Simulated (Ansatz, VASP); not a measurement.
**One calculation of InAs, two programs**

```
In As
1.0
     0.00000    3.10789    3.10789
     3.10789    0.00000    3.10789
     3.10789    3.10789    0.00000
In As
1 1
Direct
  0.25000 0.25000 0.25000
  0.00000 0.00000 0.00000
```

Change from the starting cell: species swapped into the HgTe type (F-43m, No. 216).

Alike in both runs: functional PBE; k mesh 6 × 6 × 6; occupations gaussian, width 0.2 eV; no spin polarisation.

Ansatz relaxed the structure, and its values are those at the end. VASP's run is a single point on that final structure, the one shown.

|  | VASP | Ansatz |
| --- | --- | --- |
| version | VASP 6.6.1 | Ansatz 0.2.0 |
| potentials or method | VASP PAW PBE potentials, release 64 (In_d, As), cutoff 500 eV | scalar-relativistic, plane waves, PAW |
| valence electrons in the cell | 18 | 28 |

```tsv
	VASP	Ansatz	Ansatz less VASP
gap on the k mesh at the Fermi level (eV)	none	none	-
pressure (GPa)	-0.6	-0.6	-0.04
```

A gap of «none» marks a metal or a gap that the smearing closes. VASP's potentials hold 18 valence electrons a cell and Ansatz's 28, so a difference there can come from the potentials and not from the codes.
